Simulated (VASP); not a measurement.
Set up this calculation in VASP 6.6.1, as the native input.

| Item | Value |
| --- | --- |
| Task | single point |
| Functional | PBE |
| Potentials or basis | VASP PAW PBE potentials, release 64 (Nb_sv, Te, Mo_sv) |
| Cutoff | 520 eV |
| k mesh | 6 × 6 × 1 |
| Occupations | gaussian, width 0.1 eV |
| Spin | collinear spin |
| Starting moments | [1.0, 1.0, 0.0, 0.0, 0.0, 0.0, 0.0, 0.0, 1.0] μB |
| Dipole correction | no |
| Further INCAR settings | ALGO = Normal; EDIFF = 1e-06; NBANDS = 52 |

The structure of Nb2Te6Mo lies in POSCAR:

```
Nb2Te6Mo
1.0
    3.6310235000      0.0000000000      0.0000000000
   -1.8155117000      3.1445586000      0.0000000000
    0.0000000000      0.0000000000     22.7056200000
Nb Te Mo
2 6 1
Direct
    0.0000000000      0.0000000000      0.8370380000
    0.0000000000      0.0000000000      0.1629620000
    0.6666667000      0.3333333000      0.0810110000
    0.6666667000      0.3333333000      0.4206710000
    0.6666667000      0.3333333000      0.7545640000
    0.3333333000      0.6666667000      0.9189890000
    0.3333333000      0.6666667000      0.2454360000
    0.3333333000      0.6666667000      0.5793290000
    0.0000000000      0.0000000000      0.5000000000
```

The input as run:

INCAR

```
SYSTEM = Nb2Te6Mo
ALGO = Normal ; EDIFF = 1E-6
ENCUT = 520 ; GGA = PE
ISIF = 2 ; ISMEAR = 0
ISPIN = 2 ; LASPH = .True.
LCHARG = .False. ; LMAXMIX = 4
LORBIT = 11 ; LREAL = .False.
LWAVE = .False. ; MAGMOM = 1 1 0 0 0 0 0 0 1
NBANDS = 52 ; NELM = 150
PREC = Accurate ; SIGMA = 0.1
```

KPOINTS

```
k-points
0
Gamma
  6 6 1
  0 0 0
```

Potentials or basis: VASP PAW PBE potentials, release 64 (Nb_sv, Te, Mo_sv).

Command:

```sh
$ cat potpaw_PBE.64/Nb_sv/POTCAR potpaw_PBE.64/Te/POTCAR potpaw_PBE.64/Mo_sv/POTCAR > POTCAR
$ mpirun -np 1 vasp_std > vasp.out
```

It gave:

| Item | Value |
| --- | --- |
| Pressure | -0.1 GPa |
| Largest force | 0.114 eV/Å |
| Band gap on the k mesh | zero (filled and empty bands overlap) |
| Net moment | 0.00 μB per cell |
| Valence electrons inside the program's atomic spheres | Nb 10.58; Te 3.42, 3.38, 3.41 (each value once); Mo 12.28 |

Caveat: spin-orbit coupling is left out, which moves the levels of the heavy elements; this functional lacks dispersion, which binds the layers, so the pressure and a relaxed spacing across them are unreliable.

It took 4.3 min on 1 thread of Intel(R) Xeon(R) 6975P-C (Granite Rapids) (shared host), peak memory 0.55 GiB.
